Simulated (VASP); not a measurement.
Runs of VASP 6.6.1 on Zr. The structure is that of space group Pm-3m (No. 221), or close to it. The cells are those of the table. 

```tsv
task	cell	cutoff (eV)	gap on the mesh (eV)	pressure (GPa)
single point	a = 2.253 Å, 1 atom	520	none	(a)
relaxation of cell and atoms	relaxed to 220 GPa from a = 2.229 Å, 1 atom	600	none	220.0
relaxation of cell and atoms	relaxed to 220 GPa from a = 2.252 Å, 1 atom	600	none	220.0
single point	a = 2.252 Å, 1 atom	520	none	223.7
```

Alike in all rows: level LDA; potentials or basis VASP PAW LDA potentials, release 64 (Zr_sv); no spin polarisation; k mesh 17 × 17 × 17; smearing fermi-dirac 0.1 eV.

Fill in the values left out.

(a) 223.5.

Caveats: the cell is relaxed towards a set pressure, so the enthalpy falls and the energy may rise (some runs).

A k mesh can miss the band edges, and the runs leave out spin-orbit coupling on Zr.

A gap of «none» marks levels without a gap at the run's occupations.
